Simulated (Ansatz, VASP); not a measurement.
Two plane-wave programs on KMgH3

Contents of INCAR:

```
ALGO = Normal ; EDIFF = 1E-6
ENCUT = 520 ; GGA = CA
ISIF = 2 ; ISMEAR = 0
LASPH = T ; LCHARG = F
LREAL = F ; LWAVE = F
NBANDS = 15 ; NELM = 100
PREC = Accurate ; SIGMA = 0.05
```

The input KPOINTS:

```
k-points
0
Gamma
  8 8 8
```

POSCAR

```
KMgH3
1.0
    4.0250000000      0.0000000000      0.0000000000
    0.0000000000      4.0250000000      0.0000000000
    0.0000000000      0.0000000000      4.2262500000
K Mg H
1 1 3
Direct
    0.0000000000      0.0000000000      0.0000000000
    0.5000000000      0.5000000000      0.5000000000
    0.0000000000      0.5000000000      0.5000000000
    0.5000000000      0.0000000000      0.5000000000
    0.5000000000      0.5000000000      0.0000000000
```

Input for Ansatz:

```yaml
crystal:
  lattice:
    - [4.025, 0.0, 0.0]
    - [0.0, 4.025, 0.0]
    - [0.0, 0.0, 4.22625]
  atoms:
    - { symbol: K, position: [0.0, 0.0, 0.0] }
    - { symbol: Mg, position: [0.5, 0.5, 0.5] }
    - { symbol: H, position: [0.0, 0.5, 0.5] }
    - { symbol: H, position: [0.5, 0.0, 0.5] }
    - { symbol: H, position: [0.5, 0.5, 0.0] }
basis:
  ecutwfc: 420
kpoints:
  mp_grid: { grid: [8, 8, 8] }
hamiltonian:
  xc: lda
scf:
  occupations: { method: gaussian, width: 0.05 }
output:
  forces: true
  stress: true
  eigenvalues: true
```

Change from the starting cell: strain +0.000 along x and y, +0.050 along z, atoms carried along.

Alike in both runs: task single point; functional LDA; k mesh 8 × 8 × 8; occupations gaussian, width 0.05 eV; no spin polarisation.

|  | VASP | Ansatz |
| --- | --- | --- |
| version | VASP 6.6.1 | Ansatz 0.2.0 |
| potentials or method | VASP PAW LDA potentials, release 64 (K_sv, Mg, H), cutoff 520 eV | scalar-relativistic, plane waves, PAW |
| valence electrons in the cell | 14 | 22 |

```csv
,VASP,Ansatz,Ansatz less VASP
gap on the k mesh at the Fermi level (eV),1.89,1.90,+0.006
least direct gap on the mesh (eV),3.89,3.89,+0.001
pressure (GPa),-4.4,-4.2,+0.27
"traceless stress, the component that is largest in VASP (GPa)",-1.23,-1.22,+0.007
```

LDA's correlation is that of Perdew and Zunger in VASP and of Perdew and Wang (1992) in Ansatz. VASP's potentials hold 14 valence electrons a cell and Ansatz's 22, so a difference there can come from the potentials and not from the codes.
